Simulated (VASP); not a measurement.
Input of a VASP 6.6.1 run:

File INCAR:

```
SYSTEM = InReS4
ALGO     = Normal         ! electronic algorithm
EDIFF    = 1E-6           ! SCF threshold, eV
ENCUT    = 520            ! plane-wave cutoff, eV
GGA      = PE             ! functional
ISIF     = 2              ! what is computed and relaxed
ISMEAR   = 0              ! smearing method
ISPIN    = 2              ! spin polarisation
LASPH    = .True.         ! aspherical terms in the spheres
LCHARG   = .False.        ! write CHGCAR
LMAXMIX  = 4              ! l up to which the mixer works
LORBIT   = 11             ! projections on sites
LREAL    = .False.        ! projectors in reciprocal space
LWAVE    = .False.        ! write WAVECAR
MAGMOM   = 0 1 0 0 0 0    ! initial moments
NBANDS   = 35             ! bands
NELM     = 150            ! most SCF steps
PREC     = Accurate       ! precision mode
SIGMA    = 0.1            ! smearing width, eV
```

The input KPOINTS:

```
k-points
0
Gamma
  4 4 4
  0 0 0
```

File POSCAR:

```
InReS4
1.0
    0.0000000000      3.7878450683      3.7878450683
    3.7878450683      0.0000000000      3.7878450683
    3.7878450683      3.7878450683      0.0000000000
In Re S
1 1 4
Direct
    0.2500000000      0.2500000000      0.2500000000
    0.5000000000      0.5000000000      0.5000000000
    0.8718798332      0.3843605003      0.8718798332
    0.8718798332      0.8718798332      0.8718798332
    0.8718798332      0.8718798332      0.3843605003
    0.3843605003      0.8718798332      0.8718798332
```

Potentials or basis: VASP PAW PBE potentials, release 64 (In_d, Re, S).

The run is started by

```bash
$ cat potpaw_PBE.64/In_d/POTCAR potpaw_PBE.64/Re/POTCAR potpaw_PBE.64/S/POTCAR > POTCAR
$ mpirun -np 1 vasp_std > vasp.out
```

(1) What does it give for the net moment?

(2) What does it give for the pressure?

(3) Estimate the largest force.

Answers

(1) 0.48 μB per cell.

(2) -3.4 GPa.

(3) 0.151 eV/Å.
